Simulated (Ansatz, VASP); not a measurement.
## One calculation of CdTe, two programs

File INCAR:

```
ALGO = Normal
EDIFF = 1E-6
EDIFFG = -0.005
ENCUT = 600
GGA = PE
IBRION = 2
ISIF = 3
ISMEAR = -1
LASPH = T
LCHARG = F
LREAL = F
LWAVE = F
NELM = 80
NSW = 32
PREC = Accurate
SIGMA = 0.05
```

The input KPOINTS:

```
k-points
0
Gamma
  11 11 11
```

POSCAR

```
CdTe
1.0
    0.0000000000      3.3086917840      3.3086917840
    3.3086917840      0.0000000000      3.3086917840
    3.3086917840      3.3086917840      0.0000000000
Cd Te
1 1
Direct
    0.0000000000      0.0000000000      0.0000000000
    0.2500000000      0.2500000000      0.2500000000
```

Input for Ansatz:

```yaml
crystal:
  lattice:
    - [0.0, 3.308691784, 3.308691784]
    - [3.308691784, 0.0, 3.308691784]
    - [3.308691784, 3.308691784, 0.0]
  atoms:
    - { symbol: Cd, position: [0.0, 0.0, 0.0] }
    - { symbol: Te, position: [0.25, 0.25, 0.25] }
kpoints:
  mp_grid: { grid: [11, 11, 11] }
scf:
  occupations: { method: fermi_dirac, width: 0.05 }
hamiltonian:
  xc: pbe
  pseudopotentials: { kind: all_electron, lapw: { basis_error: 0.0005 } }
output:
  forces: true
  stress: true
  eigenvalues: true
relax:
  f_tol: 0.005
  max_steps: 12
  cell: {}
```

Alike in both runs: task relaxation of cell and atoms; functional PBE; k mesh 11 × 11 × 11; occupations fermi-dirac, width 0.05 eV; no spin polarisation.

|  | VASP | Ansatz |
| --- | --- | --- |
| version | VASP 6.6.1 | Ansatz 0.2.0 |
| potentials or method | VASP PAW PBE potentials, release 64 (Cd, Te), cutoff 600 eV | all-electron LAPW, scalar-relativistic |

|  | VASP | Ansatz | Ansatz less VASP |
| --- | --- | --- | --- |
| relaxed volume (Å³/atom) | 36.33 | 36.22 | -0.103 |
| relaxed cell length with the largest relative difference (Å) | 4.684 | 4.679 | -0.0044 |

Ansatz ran all-electron here, and VASP with PAW potentials.

Spin-orbit coupling is off throughout.
